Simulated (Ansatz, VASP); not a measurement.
## Fe: VASP beside Ansatz

File INCAR:

```
PREC = Accurate
ENCUT = 690
EDIFF = 1E-6
ISMEAR = -1
SIGMA = 0.05
LREAL = F
LASPH = T
NELM = 200
ALGO = Normal
ISIF = 2
LWAVE = F
LCHARG = T
ISPIN = 2
MAGMOM = 3
LORBIT = 11
LMAXMIX = 4
GGA = PS
IVDW = 13
LELF = T
LVHAR = T
NBANDS = 18
GGA_COMPAT = F
```

The input KPOINTS:

```
Automatic mesh
0
Gamma
  13 13 13
```

The input POSCAR:

```
Fe
1.0
   -1.4430000000      1.4430000000      1.4430000000
    1.4430000000     -1.4430000000      1.4430000000
    1.4430000000      1.4430000000     -1.4430000000
Fe
1
Direct
    0.0000000000      0.0000000000      0.0000000000
```

File input.yaml:

```yaml
crystal:
  lattice:
    - [-1.443, 1.443, 1.443]
    - [1.443, -1.443, 1.443]
    - [1.443, 1.443, -1.443]
  atoms:
    - { symbol: Fe, position: [0.0, 0.0, 0.0], spin: 3.0 }
hamiltonian:
  xc: pbesol
  pseudopotentials: { kind: paw }
  dispersion: d4
magnetization:
  spin_polarized: true
kpoints:
  mp_grid: { grid: [13, 13, 13] }
scf:
  occupations: { method: fermi_dirac, width: 0.05 }
output:
  forces: true
  stress: true
  eigenvalues: true
  write_density: true
  write_potential: true
  elf: true
  volumetric_format: npy
```

Alike in both runs: task single point; functional PBEsol; dispersion D4; k mesh 13 × 13 × 13; occupations fermi-dirac, width 0.05 eV; collinear spin.

|  | VASP | Ansatz |
| --- | --- | --- |
| version | VASP 6.6.1 | Ansatz 0.2.0 |
| potentials or method | VASP PAW PBE potentials, release 64 (Fe_sv) | Ansatz PAW |
| plane-wave cutoff (eV) | 690 | 420 |
| valence electrons in the cell | 16 | 16 |

Ansatz gave:

```
gap on the k mesh at the Fermi level (eV)                     : none
pressure (GPa)                                                : -20.3
net moment per atom (μB)                                      : 2.26
size of the moment on the site where the two differ most (μB) : 2.31
```

Problem. Estimate VASP's values.

Solution. gap on the k mesh at the Fermi level (eV): none; pressure (GPa): -21.6; net moment per atom (μB): 2.26; size of the moment on the site where the two differ most (μB): 2.27.

VASP's potentials were made for PBE, not for PBEsol. Site moments also hang on the region over which each program counts them. A gap of «none» marks a metal or a gap that the smearing closes.
